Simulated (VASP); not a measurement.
A run of VASP 6.6.1:

File INCAR:

```
SYSTEM = NaTaO2
ALGO = Normal ; EDIFF = 1E-6
ENCUT = 520 ; GGA = PE
ISIF = 2 ; ISMEAR = 0
LASPH = .True. ; LCHARG = .False.
LREAL = .False. ; LWAVE = .False.
NBANDS = 23 ; NELM = 80
PREC = Accurate ; SIGMA = 0.1
```

File KPOINTS:

```
k-points
0
Gamma
  6 6 4
  0 0 0
```

POSCAR

```
NaTaO2
1.0
    3.3212852200      0.0000000000      0.0000000000
   -1.6606426100      2.8763173700      0.0000000000
    0.0000000000      0.0000000000      5.7977552700
Na Ta O
1 1 2
Direct
    0.0000000000      0.0000000000      0.0000000000
    0.0000000000      0.0000000000      0.5000000000
    0.3333333300      0.6666666700      0.0000000000
    0.6666666700      0.3333333300      0.0000000000
```

Potentials or basis: VASP PAW PBE potentials, release 64 (Na_pv, Ta_pv, O).

Command:

```sh
$ cat potpaw_PBE.64/Na_pv/POTCAR potpaw_PBE.64/Ta_pv/POTCAR potpaw_PBE.64/O/POTCAR > POTCAR
$ mpirun -np 1 vasp_std > vasp.out
```

Hardware: 1 thread of Intel(R) Xeon(R) Platinum 8259CL CPU @ 2.50GHz (Skylake/Cascade Lake), with other jobs on the host.

**Question.** How long does it take, and how much memory?

**Answer.** It took 46 s on 1 thread of Intel(R) Xeon(R) Platinum 8259CL CPU @ 2.50GHz (Skylake/Cascade Lake), on a shared host, peak memory 0.19 GiB. Counts: scf iterations 19, k points 21.
